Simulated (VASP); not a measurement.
# WC (Qusongite) in VASP: a series of runs

The runs below take WC (Qusongite) through single point, with PBE.

All numbers are computed with VASP 6.6.1; they aren't measurements. Logs are shortened: lines on timing, memory, paths and dates and some standing lists are left out, and cuts for length are marked.

## 1. The cell of the first run

The structure is hexagonal, space group P-6m2 (No. 187). Conventional cell: a = 2.907 Å, b = 2.907 Å, c = 2.837 Å, α = 90.00°, β = 90.00°, γ = 120.00°. W (site symmetry -6m2) has 6 C at 2.20 Å and 2 W at 2.84 Å within 2.9 Å. Within 2.9 Å of C (site symmetry -6m2) lie 6 W at 2.20 Å and 2 C at 2.84 Å.

## 2. Single point, PBE

The input, INCAR:

```
PREC = Accurate
ENCUT = 520
EDIFF = 1E-6
ISMEAR = 0
SIGMA = 0.1
LREAL = F
LASPH = T
NELM = 60
ALGO = Normal
ISIF = 2
LWAVE = F
LCHARG = F
GGA = PE
NBANDS = 16
```

The input, KPOINTS:

```
Automatic mesh
0
Gamma
  12 12 11
```

The input, POSCAR:

```
WC
1.0
    2.9065000000      0.0000000000      0.0000000000
   -1.4532500000      2.5171030000      0.0000000000
    0.0000000000      0.0000000000      2.8366000000
W C
1 1
Direct
    0.0000000000      0.0000000000      0.0000000000
    0.6666666667      0.3333333333      0.5000000000
```

Potentials or basis: VASP PAW PBE potentials, release 64 (W_sv, C).

Run with:

```sh
cat potpaw_PBE.64/W_sv/POTCAR potpaw_PBE.64/C/POTCAR > POTCAR
mpirun -np 1 vasp_std > vasp.out
```

OUTCAR:

```text
PREC = Accurate
   ENCUT = 520
   EDIFF = 1E-6
   ISMEAR = 0
   LREAL = F
   LASPH = T
   NELM = 60
   ISIF = 2
   GGA = PE

 ion  position               nearest neighbor table
   1  0.000  0.000  0.000-   2 2.20   2 2.20   2 2.20   2 2.20   2 2.20   2 2.20
   2  0.667  0.333  0.500-   1 2.20   1 2.20   1 2.20   1 2.20   1 2.20   1 2.20

  LATTYP: Found a hexagonal cell.
 ALAT       =     2.9065000000
 C/A-ratio  =     0.9759504559

  Lattice vectors:

 A1 = (   2.9065000000,   0.0000000000,   0.0000000000)
 A2 = (  -1.4532500000,   2.5171030000,   0.0000000000)
 A3 = (   0.0000000000,   0.0000000000,   2.8366000000)

Analysis of symmetry for initial positions (statically):
=====================================================================
 Subroutine PRICEL returns:
 Original cell was already a primitive cell.

 Routine SETGRP: Setting up the symmetry group for a
 hexagonal supercell.

 Subroutine GETGRP returns: Found 12 space group operations
 (whereof 12 operations were pure point group operations)
 out of a pool of 24 trial point group operations.

The static configuration has the point symmetry D_3h.

Analysis of symmetry for dynamics (positions and initial velocities):
=====================================================================
 Subroutine PRICEL returns:
 Original cell was already a primitive cell.

 Routine SETGRP: Setting up the symmetry group for a
 hexagonal supercell.

 Subroutine GETGRP returns: Found 12 space group operations
 (whereof 12 operations were pure point group operations)
 out of a pool of 24 trial point group operations.

The dynamic configuration has the point symmetry D_3h.

 Subroutine INISYM returns: Found 12 space group operations
 (whereof 12 operations are pure point group operations),
 and found     1 'primitive' translations

----------------------------------------------------------------------------------------

                                     Primitive cell

  volume of cell :      20.7525

  direct lattice vectors                    reciprocal lattice vectors
     2.906500000  0.000000000  0.000000000     0.344056425  0.198641057  0.000000000
    -1.453250000  2.517103000  0.000000000     0.000000000  0.397282114  0.000000000
     0.000000000  0.000000000  2.836600000     0.000000000  0.000000000  0.352534725

  length of vectors
     2.906500000  2.906500142  2.836600000     0.397282133  0.397282114  0.352534725

  position of ions in fractional coordinates (direct lattice)
     0.000000000  0.000000000  0.000000000
     0.666666667  0.333333333  0.500000000

  ion indices of the primitive-cell ions
   primitive index   ion index
                 1           1
                 2           2

----------------------------------------------------------------------------------------

 KPOINTS: Automatic mesh

Automatic generation of k-mesh.
 Grid dimensions read from file:
 generate k-points for:   12   12   11

 Generating k-lattice:

  Cartesian coordinates                     Fractional coordinates (reciprocal lattice)
     0.028671369  0.016553421  0.000000000     0.083333333  0.000000000  0.000000000
     0.000000000  0.033106843  0.000000000     0.000000000  0.083333333  0.000000000
     0.000000000  0.000000000  0.032048611     0.000000000  0.000000000  0.090909091

  Length of vectors
     0.033106844  0.033106843  0.032048611

  Shift w.r.t. Gamma in fractional coordinates (k-lattice)
     0.000000000  0.000000000  0.000000000

 Subroutine IBZKPT returns following result:
 ===========================================

 Found    114 irreducible k-points:

 Following reciprocal coordinates:
            Coordinates               Weight
  0.000000  0.000000  0.000000      1.000000
  0.083333  0.000000  0.000000      6.000000
  0.166667  0.000000  0.000000      6.000000
  0.250000  0.000000  0.000000      6.000000
  0.333333  0.000000  0.000000      6.000000
  0.416667  0.000000  0.000000      6.000000
[... 16 lines left out ...]
  0.250000  0.000000  0.090909     12.000000
  0.333333  0.000000  0.090909     12.000000
 [... further k-points ...]
   k-points           NKPTS =    114   k-points in BZ     NKDIM =    114   number of bands    NBANDS=     16
   number of dos      NEDOS =    301   number of ions     NIONS =      2
   total plane-waves  NPLWV =  13824
   dimension x,y,z NGX =    24 NGY =   24 NGZ =   24
   dimension x,y,z NGXF=    48 NGYF=   48 NGZF=   48
   ions per type =               1   1
   NGX,Y,Z   is equivalent  to a cutoff of  13.73, 13.73, 14.07 a.u.
   NGXF,Y,Z  is equivalent  to a cutoff of  27.46, 27.46, 28.13 a.u.
 SYSTEM =  unknown system
   PREC   = accura    normal or accurate (medium, high low for compatibility)
   ISTART =      0    job   : 0-new  1-cont  2-samecut
   ICHARG =      2    charge: 1-file 2-atom 10-const
   ISPIN  =      1    spin polarized calculation?
   LNONCOLLINEAR =      F non collinear calculations
   LSORBIT =      F    spin-orbit coupling
   LASPH  =      T    aspherical Exc in radial PAW
   ENCUT  =  520.0 eV  38.22 Ry    6.18 a.u.   5.40  5.40  5.27*2*pi/ulx,y,z
   NELM   =     60;   NELMIN=  2; NELMDL= -5     # of ELM steps
   EDIFF  = 0.1E-05   stopping-criterion for ELM
   LREAL  =      F    real-space projection
   EDIFFG = 0.1E-04   stopping-criterion for IOM
   NSW    =      0    number of steps for IOM
   IBRION =     -1    ionic relax: 0-MD 1-quasi-New 2-CG
   NFREE  =      0    steps in history (QN), initial steepest desc. (CG)
   ISIF   =      2    stress and relaxation
   ISYM   =      2    0-nonsym 1-usesym 2-fastsym
   POTIM  = 0.5000    time-step for ionic-motion
   TEBEG  =    0.0;   TEEND  =   0.0 temperature during run
   PSTRESS=    0.0 pullay stress
   NELECT =      18.0000    total number of electrons
   NUPDOWN=      -1.0000    fix difference up-down
   EMIN   =  10.00;   EMAX   =-10.00  energy-range for DOS
   EFERMI =   0.00;   METHOD = LEGACY
   ISMEAR =     0;   SIGMA  =   0.10  broadening in eV -4-tet -1-fermi 0-gaus
   EFERMI_NEDOS =   21; number of points for ismear=-14 and -15
   IALGO  =     38    algorithm
   IMIX   =      4    mixing-type and parameters
     AMIX     =   0.40;   BMIX     =  1.00
     AMIX_MAG =   1.60;   BMIX_MAG =  1.00
  volume/ion in A,a.u.               =      10.38        70.02
  Fermi-wavevector in a.u.,A,eV,Ry     =   1.561262  2.950358 33.164743  2.437540
  Thomas-Fermi vector in A             =   2.664353
   LORBIT       =      0    0 simple, 1 ext, 2 COOP (PROOUT), +10 PAW based schemes
   GGA     = PE    functional components
   LHFCALC =     F    Hartree Fock is set to
   AEXX    =    0.0000 exact exchange contribution
   IVDW    =     0    specifies the selected vdW correction
   LEPSILON=     F    determine dielectric tensor
   LRPA    =     F    only Hartree local field effects (RPA)
 non-spin polarized calculation
 Gauss-broadening in eV      SIGMA  =   0.10
  energy-cutoff  :      520.00
  volume of cell :       20.75
 maximum number of plane-waves:       581
 NGX is ok and might be reduce to    24
   NGX = 11   NGY = 11   NGZ = 11

 number of electron      18.0000000 magnetization

 Free energy of the ion-electron system (eV)
  ---------------------------------------------------
  ext. energy  EPLUGINS =         0.00000000
  ---------------------------------------------------
  free energy    TOTEN  =       -22.44477742 eV

  energy without entropy =      -22.44422908  energy(sigma->0) =      -22.44450325

 E-fermi :  11.0697     XC(G=0): -13.8005

 val. band max:       11.0206273905   @ k =   0.5000   0.0000   0.3636
 cond. band min:      11.1450166334   @ k =   0.0000   0.0000   0.0909
 fundamental gap:      0.1243892429
 Fermi energy:        11.0697105528

 k-point     1 :       0.0000    0.0000    0.0000
  band No.  band energies     occupation
      1     -62.9286      2.00000
      2     -26.9082      2.00000
      3     -26.8073      2.00000
      4     -26.8073      2.00000
      5      -3.3724      2.00000
      6       6.7651      2.00000
[... 8 lines left out ...]
     15      25.4228      0.00000
     16      27.8160      0.00000

 k-point     2 :       0.0833    0.0000    0.0000
  band No.  band energies     occupation
      1     -62.9247      2.00000
      2     -26.9008      2.00000
      3     -26.8648      2.00000
      4     -26.8203      2.00000
      5      -3.1904      2.00000
      6       6.8107      2.00000
[... 8 lines left out ...]
     15      25.0732      0.00000
     16      28.1989      0.00000

 k-point     3 :       0.1667    0.0000    0.0000
  band No.  band energies     occupation
      1     -62.9140      2.00000
      2     -27.0194      2.00000
      3     -26.8806      2.00000
      4     -26.8557      2.00000
      5      -2.6761      2.00000
      6       6.3946      2.00000
[... 8 lines left out ...]
     15      24.7595      0.00000
     16      29.2513      0.00000

 k-point     4 :       0.2500    0.0000    0.0000
  band No.  band energies     occupation
      1     -62.8995      2.00000
      2     -27.2250      2.00000
      3     -26.9035      2.00000
      4     -26.8528      2.00000
      5      -1.9201      2.00000
      6       5.5616      2.00000
[... 8 lines left out ...]
     15      25.1230      0.00000
     16      29.3510      0.00000
[... 324 lines left out ...]
 k-point    22 :       0.1667    0.0000    0.0909
  band No.  band energies     occupation
      1     -62.9109      2.00000
      2     -27.0140      2.00000
      3     -26.9402      2.00000
      4     -26.8501      2.00000
      5      -2.4959      2.00000
      6       6.4784      2.00000
[... 8 lines left out ...]
     15      24.6305      0.00000
     16      29.1261      0.00000

 k-point    23 :       0.2500    0.0000    0.0909
  band No.  band energies     occupation
      1     -62.8963      2.00000
      2     -27.2181      2.00000
      3     -26.9118      2.00000
      4     -26.8977      2.00000
      5      -1.7689      2.00000
      6       5.6313      2.00000
[... 8 lines left out ...]
     15      24.7740      0.00000
     16      28.8437      0.00000

 k-point    24 :       0.3333    0.0000    0.0909
  band No.  band energies     occupation
      1     -62.8817      2.00000
      2     -27.4168      2.00000
      3     -26.9449      2.00000
      4     -26.8827      2.00000
      5      -0.9557      2.00000
      6       4.8220      2.00000
[... 8 lines left out ...]
     15      25.4508      0.00000
     16      27.8024      0.00000

 [... further k-points ...]
[... 5 lines left out ...]
  --------------------------------------------------------------------------------------
  -------------------------------------------------------------------------------------
  Total        0.8811927      0.8811929      0.8758479      0.0000000      0.0000000      0.0000000
  in kB       68.0318192     68.0318280     67.6191775      0.0000000      0.0000000      0.0000000
  external PRESSURE =      67.8942749 kB  Pullay stress =       0.0000000 kB

 VOLUME and BASIS-vectors are now :
 -----------------------------------------------------------------------------
  energy-cutoff  :      520.00
  volume of cell :       20.75
      direct lattice vectors                 reciprocal lattice vectors
     2.906500000  0.000000000  0.000000000     0.344056425  0.198641057  0.000000000
    -1.453250000  2.517103000  0.000000000     0.000000000  0.397282114  0.000000000
     0.000000000  0.000000000  2.836600000     0.000000000  0.000000000  0.352534725

 POSITION                                       TOTAL-FORCE (eV/Angst)
 -----------------------------------------------------------------------------------
      0.00000      0.00000      0.00000         0.000000      0.000000      0.000000
      1.45325      0.83903      1.41830        -0.000000      0.000000      0.000000
 -----------------------------------------------------------------------------------
    total drift:                                0.000000      0.000001      0.000000

  FREE ENERGIE OF THE ION-ELECTRON SYSTEM (eV)
  ---------------------------------------------------
  free  energy   TOTEN  =       -22.4447774230 eV

  energy  without entropy=      -22.4442290766  energy(sigma->0) =      -22.44450325
```

It took 35 s on 1 thread of Intel Xeon Platinum 8259CL at 2.50GHz (Skylake/Cascade Lake), shared host; peak memory 0.17 GiB.

Results:

```yaml
Free_energy: -22.4448 eV
Pressure: 6.8 GPa
Band_gap_on_the_k_mesh: zero (band 9 reaches 11.70 eV, above the bottom of band 10 at 10.52 eV)
```

Levels at points of the mesh, in eV from the Fermi level:
| k point | band 7 | band 8 | band 9 | band 10 | band 11 | band 12 |
| --- | --- | --- | --- | --- | --- | --- |
| (0.00, 0.00, 0.00) | -3.32 | -3.32 | 0.09 | 3.24 | 3.24 | 5.63 |
| (0.50, 0.00, 0.00) | -3.61 | -3.56 | -0.46 | 2.35 | 4.54 | 4.89 |

Caveat: spin-orbit coupling is left out, which moves the levels of the heavy elements.

## 3. Single point, PBE

INCAR: that of step 2 with these lines changed.

```diff
@@ -2,3 +2,3 @@
 ENCUT = 520
-EDIFF = 1E-6
+EDIFF = 1E-7
 ISMEAR = 0
```

The input, KPOINTS:

```
regular mesh
0
Gamma
  12 12 11
```

POSCAR: that of step 2 with these lines changed.

```diff
@@ -9,2 +9,2 @@
     0.0000000000      0.0000000000      0.0000000000
-    0.6666666667      0.3333333333      0.5000000000
+    0.6494638454      0.3333333333      0.5000000000
```

Potentials or basis: VASP PAW PBE potentials, release 64 (W_sv, C).

Run with:

```sh
cat potpaw_PBE.64/W_sv/POTCAR potpaw_PBE.64/C/POTCAR > POTCAR
mpirun -np 1 vasp_std > vasp.out
```

Run time: 2 min. Hardware: 1 thread of Intel Xeon Platinum 8259CL at 2.50GHz (Skylake/Cascade Lake), shared host; peak memory 0.26 GiB.

It converged, with:

- Free energy: -22.4245 eV
- Pressure: 7.2 GPa
- Largest force: 0.807 eV/Å
- Band gap on the k mesh: zero (band 9 reaches 11.70 eV, above the bottom of band 10 at 10.53 eV)

Forces in eV/Å, atoms in the order of the input:
```
W   -0.807 -0.029  0.000
C    0.807  0.029  0.000
```

Stress tensor (GPa, compression positive):
```
7.07 1.88 0.00
1.88 7.08 0.00
0.00 0.00 7.32
```

Levels at points of the mesh, in eV from the Fermi level:
| k point | band 7 | band 8 | band 9 | band 10 | band 11 | band 12 |
| --- | --- | --- | --- | --- | --- | --- |
| (0.00, 0.00, 0.00) | -3.40 | -3.27 | 0.05 | 3.16 | 3.28 | 5.26 |
| (0.50, 0.00, 0.00) | -3.79 | -3.60 | -0.42 | 2.36 | 4.45 | 4.82 |
| (0.00, 0.50, 0.00) | -3.65 | -3.64 | -0.43 | 2.32 | 4.50 | 4.89 |
| (0.50, 0.50, 0.00) | -3.61 | -3.49 | -0.52 | 2.28 | 4.56 | 4.93 |

Caveat: spin-orbit coupling is left out, which moves the levels of the heavy elements.
